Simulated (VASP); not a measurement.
# C (Fd-3m) in VASP: a series of runs

C is run at these levels: PBE; tasks: single point.

Program: VASP 6.6.1. These are calculated values, not measurements. Logs are shortened: lines on timing, memory, paths and dates and some standing lists are left out, and cuts for length are marked.

### 1 The cell of the first run

Symmetry: Fd-3m, No. 227, cubic system. Conventional cell: a = 3.572 Å, b = 3.572 Å, c = 3.572 Å, α = 90.00°, β = 90.00°, γ = 90.00°. Within 2.1 Å of C (site symmetry -43m) lie 4 C at 1.55 Å.

### 2 Single point, PBE

INCAR

```
SYSTEM = C
ALGO     = Normal         ! electronic algorithm
EDIFF    = 1E-6           ! SCF threshold, eV
ENCUT    = 600            ! plane-wave cutoff, eV
GGA      = PE             ! functional
GGA_COMPAT= .False.      
ISIF     = 2              ! what is computed and relaxed
ISMEAR   = 0              ! smearing method
LASPH    = .True.         ! aspherical terms in the spheres
LCHARG   = .False.        ! write CHGCAR
LREAL    = .False.        ! projectors in reciprocal space
LWAVE    = .False.        ! write WAVECAR
NBANDS   = 11             ! bands
NELM     = 120            ! most SCF steps
PREC     = Accurate       ! precision mode
SIGMA    = 0.01           ! smearing width, eV
```

KPOINTS

```
k-points
0
Gamma
  8 8 8
  0 0 0
```

POSCAR

```
C
1.0
    2.5255274305      0.0000000000      0.0000000000
    1.2627637153      2.1871709128      0.0000000000
    1.2627637153      0.7290569709      2.0620845121
C
2
Direct
    0.0000000000      0.0000000000      0.0000000000
    0.2500000000      0.2500000000      0.2500000000
```

Potentials or basis: VASP PAW PBE potentials, release 64 (C).

Launch:

```bash
$ cat potpaw_PBE.64/C/POTCAR > POTCAR
$ mpirun -np 1 vasp_std > vasp.out
```

OUTCAR:

```text
SYSTEM = C
   EDIFF = 1E-6
   ENCUT = 600
   GGA = PE
   ISIF = 2
   ISMEAR = 0
   LASPH = .True.
   LREAL = .False.
   NELM = 120
   PREC = Accurate

 ion  position               nearest neighbor table
   1  0.000  0.000  0.000-   2 1.55   2 1.55   2 1.55   2 1.55
   2  0.250  0.250  0.250-   1 1.55   1 1.55   1 1.55   1 1.55

  LATTYP: Found a face centered cubic cell.
 ALAT       =     3.5716351444

  Lattice vectors:

 A1 = (   2.5255274305,   0.0000000000,   0.0000000000)
 A2 = (   1.2627637153,   2.1871709128,   0.0000000000)
 A3 = (   1.2627637153,   0.7290569709,   2.0620845121)

Analysis of symmetry for initial positions (statically):
=====================================================================
 Subroutine PRICEL returns:
 Original cell was already a primitive cell.

 Routine SETGRP: Setting up the symmetry group for a
 face centered cubic supercell.

 Subroutine GETGRP returns: Found 48 space group operations
 (whereof 24 operations were pure point group operations)
 out of a pool of 48 trial point group operations.

The static configuration has the point symmetry T_d .
 The point group associated with its full space group is O_h .

Analysis of symmetry for dynamics (positions and initial velocities):
=====================================================================
 Subroutine PRICEL returns:
 Original cell was already a primitive cell.

 Routine SETGRP: Setting up the symmetry group for a
 face centered cubic supercell.

 Subroutine GETGRP returns: Found 48 space group operations
 (whereof 24 operations were pure point group operations)
 out of a pool of 48 trial point group operations.

The dynamic configuration has the point symmetry T_d .
 The point group associated with its full space group is O_h .

 Subroutine INISYM returns: Found 48 space group operations
 (whereof 24 operations are pure point group operations),
 and found     1 'primitive' translations

----------------------------------------------------------------------------------------

                                     Primitive cell

  volume of cell :      11.3905

  direct lattice vectors                    reciprocal lattice vectors
     2.525527430  0.000000000  0.000000000     0.395956895 -0.228605820 -0.161648726
     1.262763715  2.187170913  0.000000000     0.000000000  0.457211640 -0.161648726
     1.262763715  0.729056971  2.062084512     0.000000000  0.000000000  0.484946177

  length of vectors
     2.525527430  2.525527431  2.525527431     0.484946177  0.484946177  0.484946177

  position of ions in fractional coordinates (direct lattice)
     0.000000000  0.000000000  0.000000000
     0.250000000  0.250000000  0.250000000

  ion indices of the primitive-cell ions
   primitive index   ion index
                 1           1
                 2           2

----------------------------------------------------------------------------------------

 KPOINTS: k-points

Automatic generation of k-mesh.
 Grid dimensions read from file:
 generate k-points for:    8    8    8

 Generating k-lattice:

  Cartesian coordinates                     Fractional coordinates (reciprocal lattice)
     0.049494612 -0.028575728 -0.020206091     0.125000000  0.000000000  0.000000000
     0.000000000  0.057151455 -0.020206091     0.000000000  0.125000000  0.000000000
     0.000000000  0.000000000  0.060618272     0.000000000  0.000000000  0.125000000

  Length of vectors
     0.060618272  0.060618272  0.060618272

  Shift w.r.t. Gamma in fractional coordinates (k-lattice)
     0.000000000  0.000000000  0.000000000

 Subroutine IBZKPT returns following result:
 ===========================================

 Found     29 irreducible k-points:

 Following reciprocal coordinates:
            Coordinates               Weight
  0.000000  0.000000  0.000000      1.000000
  0.125000  0.000000 -0.000000      8.000000
  0.250000  0.000000 -0.000000      8.000000
  0.375000  0.000000 -0.000000      8.000000
  0.500000  0.000000 -0.000000      4.000000
  0.125000  0.125000  0.000000      6.000000
[... 16 lines left out ...]
  0.500000  0.250000  0.125000     48.000000
 -0.375000  0.250000  0.125000     24.000000
 [... further k-points ...]
   k-points           NKPTS =     29   k-points in BZ     NKDIM =     29   number of bands    NBANDS=     11
   number of dos      NEDOS =    301   number of ions     NIONS =      2
   total plane-waves  NPLWV =   8000
   dimension x,y,z NGX =    20 NGY =   20 NGZ =   20
   dimension x,y,z NGXF=    40 NGYF=   40 NGZF=   40
   ions per type =               2
   NGX,Y,Z   is equivalent  to a cutoff of  13.17, 13.17, 13.17 a.u.
   NGXF,Y,Z  is equivalent  to a cutoff of  26.33, 26.33, 26.33 a.u.
 SYSTEM =  C
   PREC   = accura    normal or accurate (medium, high low for compatibility)
   ISTART =      0    job   : 0-new  1-cont  2-samecut
   ICHARG =      2    charge: 1-file 2-atom 10-const
   ISPIN  =      1    spin polarized calculation?
   LNONCOLLINEAR =      F non collinear calculations
   LSORBIT =      F    spin-orbit coupling
   LASPH  =      T    aspherical Exc in radial PAW
   ENCUT  =  600.0 eV  44.10 Ry    6.64 a.u.   5.04  5.04  5.04*2*pi/ulx,y,z
   NELM   =    120;   NELMIN=  2; NELMDL= -5     # of ELM steps
   EDIFF  = 0.1E-05   stopping-criterion for ELM
   LREAL  =      F    real-space projection
   EDIFFG = 0.1E-04   stopping-criterion for IOM
   NSW    =      0    number of steps for IOM
   IBRION =     -1    ionic relax: 0-MD 1-quasi-New 2-CG
   NFREE  =      0    steps in history (QN), initial steepest desc. (CG)
   ISIF   =      2    stress and relaxation
   ISYM   =      2    0-nonsym 1-usesym 2-fastsym
   POTIM  = 0.5000    time-step for ionic-motion
   TEBEG  =    0.0;   TEEND  =   0.0 temperature during run
   PSTRESS=    0.0 pullay stress
   NELECT =       8.0000    total number of electrons
   NUPDOWN=      -1.0000    fix difference up-down
   EMIN   =  10.00;   EMAX   =-10.00  energy-range for DOS
   EFERMI =   0.00;   METHOD = LEGACY
   ISMEAR =     0;   SIGMA  =   0.01  broadening in eV -4-tet -1-fermi 0-gaus
   EFERMI_NEDOS =   21; number of points for ismear=-14 and -15
   IALGO  =     38    algorithm
   IMIX   =      4    mixing-type and parameters
     AMIX     =   0.40;   BMIX     =  1.00
     AMIX_MAG =   1.60;   BMIX_MAG =  1.00
  volume/ion in A,a.u.               =       5.70        38.43
  Fermi-wavevector in a.u.,A,eV,Ry     =   1.455206  2.749940 28.812021  2.117624
  Thomas-Fermi vector in A             =   2.572267
   LORBIT       =      0    0 simple, 1 ext, 2 COOP (PROOUT), +10 PAW based schemes
   GGA     = PE    functional components
   LHFCALC =     F    Hartree Fock is set to
   AEXX    =    0.0000 exact exchange contribution
   IVDW    =     0    specifies the selected vdW correction
   LEPSILON=     F    determine dielectric tensor
   LRPA    =     F    only Hartree local field effects (RPA)
 non-spin polarized calculation
 Gauss-broadening in eV      SIGMA  =   0.01
  energy-cutoff  :      600.00
  volume of cell :       11.39
 maximum number of plane-waves:       392
   NGX =  9   NGY =  9   NGZ =  9

 number of electron       7.9999999 magnetization

 Free energy of the ion-electron system (eV)
  ---------------------------------------------------
  ext. energy  EPLUGINS =         0.00000000
  ---------------------------------------------------
  free energy    TOTEN  =       -18.18975102 eV

  energy without entropy =      -18.18975102  energy(sigma->0) =      -18.18975102

 E-fermi :   9.7415     XC(G=0): -13.2299

 val. band max:        9.6694749217   @ k =   0.0000   0.0000   0.0000
 cond. band min:      13.7932485553   @ k =   0.3750   0.3750  -0.0000
 fundamental gap:      4.1237736336
 Fermi energy:         9.7414583402

 k-point     1 :       0.0000    0.0000    0.0000
  band No.  band energies     occupation
      1     -11.7519      2.00000
      2       9.6695      2.00000
      3       9.6695      2.00000
      4       9.6695      2.00000
      5      15.2483      0.00000
      6      15.2483      0.00000
      7      15.2483      0.00000
      8      22.9066      0.00000
      9      28.9118      0.00000
     10      36.1603      0.00000
     11      36.1603      0.00000

 k-point     2 :       0.1250    0.0000   -0.0000
  band No.  band energies     occupation
      1     -11.3212      2.00000
      2       7.2622      2.00000
      3       9.0199      2.00000
      4       9.0199      2.00000
      5      16.1027      0.00000
      6      16.1027      0.00000
      7      16.5239      0.00000
      8      23.2806      0.00000
      9      29.5608      0.00000
     10      33.1152      0.00000
     11      33.1152      0.00000

 k-point     3 :       0.2500    0.0000   -0.0000
  band No.  band energies     occupation
      1     -10.0420      2.00000
      2       3.0976      2.00000
      3       7.9308      2.00000
      4       7.9308      2.00000
      5      17.4389      0.00000
      6      17.4389      0.00000
      7      17.7761      0.00000
      8      24.2371      0.00000
      9      30.3263      0.00000
     10      32.0336      0.00000
     11      32.0336      0.00000

 k-point     4 :       0.3750    0.0000   -0.0000
  band No.  band energies     occupation
      1      -7.9834      2.00000
      2      -0.9717      2.00000
      3       7.1515      2.00000
      4       7.1515      2.00000
      5      18.0357      0.00000
      6      18.0357      0.00000
      7      18.3152      0.00000
      8      25.0861      0.00000
      9      30.7705      0.00000
     10      33.6296      0.00000
     11      33.6296      0.00000
[... 239 lines left out ...]
 k-point    22 :       0.3750    0.2500    0.1250
  band No.  band energies     occupation
      1      -8.9198      2.00000
      2       3.1752      2.00000
      3       4.1894      2.00000
      4       6.7922      2.00000
      5      16.2254      0.00000
      6      19.6800      0.00000
      7      21.2060      0.00000
      8      21.3814      0.00000
      9      30.2745      0.00000
     10      31.1989      0.00000
     11      35.3233      0.00000

 k-point    23 :       0.5000    0.2500    0.1250
  band No.  band energies     occupation
      1      -6.9016      2.00000
      2      -0.1489      2.00000
      3       3.4113      2.00000
      4       5.6042      2.00000
      5      17.6176      0.00000
      6      19.2777      0.00000
      7      22.0114      0.00000
      8      22.9726      0.00000
      9      29.8028      0.00000
     10      31.9193      0.00000
     11      35.7543      0.00000

 k-point    24 :      -0.3750    0.2500    0.1250
  band No.  band energies     occupation
      1      -4.9920      2.00000
      2      -2.6538      2.00000
      3       3.3752      2.00000
      4       5.0011      2.00000
      5      17.9555      0.00000
      6      19.0822      0.00000
      7      22.6654      0.00000
      8      24.4840      0.00000
      9      27.9574      0.00000
     10      33.5024      0.00000
     11      35.9440      0.00000

 [... further k-points ...]
[... 5 lines left out ...]
  --------------------------------------------------------------------------------------
  -------------------------------------------------------------------------------------
  Total       -0.0017838     -0.0017838     -0.0017838     -0.0000000      0.0000000     -0.0000000
  in kB       -0.2509127     -0.2509127     -0.2509127     -0.0000000      0.0000000     -0.0000000
  external PRESSURE =      -0.2509127 kB  Pullay stress =       0.0000000 kB

 VOLUME and BASIS-vectors are now :
 -----------------------------------------------------------------------------
  energy-cutoff  :      600.00
  volume of cell :       11.39
      direct lattice vectors                 reciprocal lattice vectors
     2.525527430  0.000000000  0.000000000     0.395956895 -0.228605820 -0.161648726
     1.262763715  2.187170913  0.000000000     0.000000000  0.457211640 -0.161648726
     1.262763715  0.729056971  2.062084512     0.000000000  0.000000000  0.484946177

 POSITION                                       TOTAL-FORCE (eV/Angst)
 -----------------------------------------------------------------------------------
      0.00000      0.00000      0.00000        -0.000000     -0.000000      0.000000
      1.26276      0.72906      0.51552         0.000000      0.000000      0.000000
 -----------------------------------------------------------------------------------
    total drift:                                0.000000      0.000000      0.000000

  FREE ENERGIE OF THE ION-ELECTRON SYSTEM (eV)
  ---------------------------------------------------
  free  energy   TOTEN  =       -18.1897510160 eV

  energy  without entropy=      -18.1897510160  energy(sigma->0) =      -18.18975102
```

It took 6.8 s on 1 thread of Intel Xeon Platinum 8488C (Sapphire Rapids), shared host; peak memory 0.12 GiB.

What came out:

```yaml
Free_energy: -18.1898 eV
Pressure: 0.0 GPa
Band_gap_on_the_k_mesh: 4.12 eV, indirect (least direct gap 5.58 eV)
```

### 3 Single point, PBE

This run uses another cell than the first one, of 5.67 Å³/atom, 0.995 times its volume.

INCAR

```
SYSTEM = C
PREC     = Accurate       ! precision mode
ENCUT    = 600            ! plane-wave cutoff, eV
EDIFF    = 1E-6           ! SCF threshold, eV
ISMEAR   = 0              ! smearing method
SIGMA    = 0.01           ! smearing width, eV
LREAL    = .FALSE.        ! projectors in reciprocal space
LASPH    = .TRUE.         ! aspherical terms in the spheres
NELM     = 120            ! most SCF steps
ALGO     = Normal         ! electronic algorithm
ISIF     = 2              ! what is computed and relaxed
LWAVE    = .FALSE.        ! write WAVECAR
LCHARG   = .FALSE.        ! write CHGCAR
GGA      = PE             ! functional
NBANDS   = 11             ! bands
GGA_COMPAT= .FALSE.
```

KPOINTS

```
regular mesh
0
G
  8 8 8
  0 0 0
```

POSCAR

```
C
1.0
    2.5216647451      0.0000000000      0.0000000000
    1.2608323726      2.1838257291      0.0000000000
    1.2608323726      0.7279419097      2.0589306426
C
2
Direct
    0.0000000000      0.0000000000      0.0000000000
    0.2500000000      0.2500000000      0.2500000000
```

Potentials or basis: VASP PAW PBE potentials, release 64 (C).

Launch:

```bash
$ cat potpaw_PBE.64/C/POTCAR > POTCAR
$ mpirun -np 1 vasp_std > vasp.out
```

Run time: 5.2 s. Hardware: 1 thread of Intel Xeon Platinum 8488C (Sapphire Rapids), shared host; peak memory 0.11 GiB.

The run converged. Its results:

```yaml
Free_energy: -18.1891 eV
Pressure: 2.0 GPa
Band_gap_on_the_k_mesh: 4.13 eV, indirect (least direct gap 5.59 eV)
```

Levels at points of the mesh, in eV from the valence-band top:
```tsv
k point	band 2	band 3	band 4	band 5	band 6	band 7
(0.00, 0.00, 0.00)	0.00	0.00	0.00	5.59	5.59	5.59
(0.50, 0.00, 0.00)	-13.38	-2.80	-2.80	8.46	8.46	8.85
(0.50, 0.50, 0.00)	-12.77	-6.30	-6.30	4.76	4.76	16.81
```

A k mesh can miss the band edges. PBE gaps usually lie below the measured ones, often by a third to a half.
